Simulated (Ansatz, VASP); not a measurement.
Two plane-wave programs on KCl

```
K Cl
1.0
     0.00000    3.14485    3.14485
     3.14485    0.00000    3.14485
     3.14485    3.14485    0.00000
K Cl
1 1
Direct
  0.00000 0.00000 0.00000
  0.50000 0.50000 0.50000
```

Alike in both runs: task single point; functional r2SCAN; k mesh 8 × 8 × 8; no spin polarisation.

|  | VASP | Ansatz |
| --- | --- | --- |
| version | VASP 6.6.1 | Ansatz 0.2.0 |
| potentials or method | VASP PAW PBE potentials, release 64 (K_sv, Cl) | plane waves, PAW |
| plane-wave cutoff (eV) | 520 | 500 |
| occupations | gaussian, width 0.01 eV | fixed |
| valence electrons in the cell | 16 | 16 |

VASP gave:

- gap on the k mesh at the Fermi level (eV): 5.84
- pressure (GPa): 0.0

Q: Which values does Ansatz return?

A: gap on the k mesh at the Fermi level (eV): 5.83; pressure (GPa): 0.0.

VASP's potentials were made for PBE, not for r2SCAN.
